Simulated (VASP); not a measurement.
Input of a VASP 6.6.1 run:

INCAR

```
SYSTEM = Ga
  PREC = Accurate
  ENCUT = 520
  EDIFF = 1E-6
  ISMEAR = -1
  SIGMA = 0.05
  LREAL = .False.
  LASPH = .True.
  NELM = 60
  ALGO = Fast
  ISIF = 2
  LWAVE = .False.
  LCHARG = .True.
  LELF = .True.
  LVHAR = .True.
  NBANDS = 20
```

Contents of KPOINTS:

```
regular mesh
0
Gamma
  10 10 8
  0 0 0
```

POSCAR

```
Ga
1.0
    1.4101245334     -4.1054710295      0.0000000000
    1.4101245334      4.1054710295      0.0000000000
   -0.1197509717      0.0000000000      3.3952387564
Ga
2
Direct
    0.1310000000      0.8690000000      0.7500000000
    0.8690000000      0.1310000000      0.2500000000
```

Potentials or basis: VASP PAW LDA potentials, release 64 (Ga_d).

The run is started by

```console
$ cat potpaw_LDA.64/Ga_d/POTCAR > POTCAR
$ mpirun -np 1 vasp_std > vasp.out
```

Question: Predict the largest force.

Answer: 0.150 eV/Å.

Question: Predict the pressure.

Answer: -6.2 GPa.

Question: Estimate the band gap on the k mesh.

Answer: Zero (bands 13 and 14 overlap by 7.90 eV).

Stress tensor (GPa, compression positive):
```
-5.86  0.00  0.25
 0.00 -6.09  0.00
 0.25  0.00 -6.63
```

Caveat: the cell stands under tension.
